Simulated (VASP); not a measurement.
The system is SiNi (rocksalt type).

```xyz
2
Lattice="0.0000 2.3025 2.3025 2.3025 0.0000 2.3025 2.3025 2.3025 0.0000" Properties=species:S:1:pos:R:3 pbc="T T T"
Ni    0.0000    0.0000    0.0000
Si    2.3025    2.3025    2.3025
```

* Program: VASP 6.6.1
* Task: relaxation of cell and atoms
* Functional: r2SCAN
* Potentials or basis: VASP PAW PBE potentials, release 64 (Ni, Si)
* Cutoff: 600 eV
* k mesh: 16 × 16 × 16
* Occupations: fermi-dirac, width 0.05 eV
* Spin: no spin polarisation

At the start: pressure 10.9 GPa; volume 12.21 Å³/atom.

Problem. Where does the relaxation end?

Solution. Over 4 steps the energy falls by 26.1 meV/atom and the volume is 13.01 Å³/atom (+6.6 %); space group Fm-3m (No. 225, to 0.1 Å) before and after.

The path:
| step | energy change (eV) | largest force (eV/Å) | pressure (GPa) | volume (Å³) |
| --- | --- | --- | --- | --- |
| 1 | 0.0000 | 0.0000 | 10.92 | 24.41 |
| 2 | -0.0189 | 0.0000 | -7.13 | 27.47 |
| 3 | -0.0523 | 0.0000 | -0.08 | 26.05 |
| 4 | -0.0523 | 0.0000 | 0.06 | 26.01 |

Final structure:
```yaml
crystal:
  lattice:
    - [0.00000, 2.35172, 2.35172]
    - [2.35172, 0.00000, 2.35172]
    - [2.35172, 2.35172, 0.00000]
  atoms:
    - { symbol: Ni, position: [0.00000, 0.00000, 0.00000] }
    - { symbol: Si, position: [0.50000, 0.50000, 0.50000] }
```

Caveat: the PAW data sets were made with another functional, which shifts forces and pressure a little.
